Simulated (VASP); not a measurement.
Set up this calculation in VASP 6.6.1, as the native input.

```yaml
Task: single point
Functional: PBE
Potentials_or_basis: VASP PAW PBE potentials, release 64 (B, P)
Cutoff: 520 eV
k_mesh: 8 × 8 × 8
Occupations: gaussian, width 0.1 eV
Spin: no spin polarisation
Dipole_correction: no
Further_INCAR_settings: ALGO = Normal; EDIFF = 1e-07; NBANDS = 11
```

The structure of BP lies in POSCAR:

```
BP
1.0
   -1.6081305894      1.6084699460      2.2735425719
    1.6081305894     -1.6084699460      2.2735425719
    1.6081305894      1.6084699460     -2.2735425719
B P
1 1
Direct
    0.0000206686      0.0000206686      0.0000000000
    0.7499793314      0.2499793314      0.5000000000
```

The input as run:

INCAR

```
PREC = Accurate ; ENCUT = 520
EDIFF = 1E-7 ; ISMEAR = 0
SIGMA = 0.1 ; LREAL = False
LASPH = True ; NELM = 60
ALGO = Normal ; ISIF = 2
LWAVE = False ; LCHARG = True
GGA = PE ; LELF = True
LVHAR = True ; NBANDS = 11
```

KPOINTS

```
Automatic mesh
0
Gamma
  8 8 8
```

Potentials or basis: VASP PAW PBE potentials, release 64 (B, P).

Command:

```sh
$ cat potpaw_PBE.64/B/POTCAR potpaw_PBE.64/P/POTCAR > POTCAR
$ mpirun -np 1 vasp_std > vasp.out
```

It gave:

The pressure is -0.2 GPa and the band gap on the k mesh is 1.27 eV, indirect (least direct gap 3.39 eV).

Wall time 30 s on 1 thread of Intel Xeon 8259CL, with other jobs on the host, peak memory 0.15 GiB.
